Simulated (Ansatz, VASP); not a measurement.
**Two plane-wave programs on Si**

The input INCAR:

```
SYSTEM = Si
ALGO = Normal ; EDIFF = 1E-7
ENCUT = 520 ; ISIF = 2
ISMEAR = 0 ; LASPH = .True.
LCHARG = .False. ; LREAL = .False.
LWAVE = .False. ; NBANDS = 8
NELM = 60 ; PREC = Accurate
SIGMA = 0.15
```

The input KPOINTS:

```
k-points
0
Gamma
  21 21 20
  0 0 0
```

Contents of POSCAR:

```
Si
1.0
    2.5419265304      0.0000000000      0.0000000000
   -1.2709632652      2.2013729499      0.0000000000
    0.0000000000      0.0000000000      2.4663543900
Si
1
Direct
    0.0000000000      0.0000000000      0.0000000000
```

Input for Ansatz:

```yaml
crystal:
  lattice:
    - [2.5419265304, 0.0, 0.0]
    - [-1.2709632652, 2.2013729499, 0.0]
    - [0.0, 0.0, 2.46635439]
  atoms:
    - { symbol: Si, position: [0.0, 0.0, 0.0] }
basis:
  ecutwfc: 420
kpoints:
  mp_grid: { grid: [21, 21, 20] }
hamiltonian:
  xc: lda
scf:
  occupations: { method: gaussian, width: 0.15 }
output:
  forces: true
  stress: true
  eigenvalues: true
```

Change from the starting cell: strain -0.0300 x Voigt [1, 1, 0, 0, 0, 0], atoms carried along.

Alike in both runs: task single point; functional LDA; k mesh 21 × 21 × 20; occupations gaussian, width 0.15 eV; no spin polarisation.

|  | VASP | Ansatz |
| --- | --- | --- |
| version | VASP 6.6.1 | Ansatz 0.2.0 |
| potentials or method | VASP PAW LDA potentials, release 64 (Si), cutoff 520 eV | scalar-relativistic, plane waves, PAW |
| valence electrons in the cell | 4 | 4 |

Ansatz gave:

| Item | Value |
| --- | --- |
| gap on the k mesh at the Fermi level (eV) | none |
| pressure (GPa) | 6.8 |
| traceless stress, the component that is largest in VASP (GPa) | -6.62 |

Problem. What did VASP give for the same quantities?

Solution. gap on the k mesh at the Fermi level (eV): none; pressure (GPa): 6.9; traceless stress, the component that is largest in VASP (GPa): -6.61.

LDA's correlation is that of Perdew and Zunger in VASP and of Perdew and Wang (1992) in Ansatz. A gap of «none» marks a metal or a gap that the smearing closes.
